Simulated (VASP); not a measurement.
A run of VASP 6.6.1 is set up as follows.

The input INCAR:

```
SYSTEM = Be2C
ALGO = Normal ; EDIFF = 1E-8
ENCUT = 660 ; GGA_COMPAT = .False.
IBRION = 6 ; ISIF = 2
ISMEAR = 0 ; LASPH = .True.
LCHARG = .True. ; LMIXTAU = .True.
LREAL = .False. ; LWAVE = .False.
METAGGA = R2SCAN ; NBANDS = 11
NELM = 120 ; NFREE = 2
NSW = 1 ; POTIM = 0.015
PREC = Accurate ; SIGMA = 0.01
```

The input KPOINTS:

```
k-points
0
Gamma
  10 10 10
  0 0 0
```

Contents of POSCAR:

```
Be2C
1.0
    2.1143598744      2.1143598744      0.0000000000
   -2.1143598744      2.1143598744      0.0000000000
    0.0000000000      2.1143598744      2.1143598744
Be C
2 1
Direct
    0.2500000000      0.7500000000      0.5000000000
    0.7500000000      0.2500000000      0.5000000000
    0.0000000000      0.0000000000      0.0000000000
```

Potentials or basis: VASP PAW PBE potentials, release 64 (Be, C).

Run with:

```console
$ cat potpaw_PBE.64/Be/POTCAR potpaw_PBE.64/C/POTCAR > POTCAR
$ mpirun -np 1 vasp_std > vasp.out
```

What does it give for the highest phonon frequency at Γ?

765 cm⁻¹.

Phonon frequencies in cm⁻¹ (negative: imaginary):
```csv
q point,frequencies
"(0.000, 0.000, 0.000)",0 0 0 713 713 713 765 765 765
```

Caveat: the cell stands under pressure or tension, which shifts response properties.
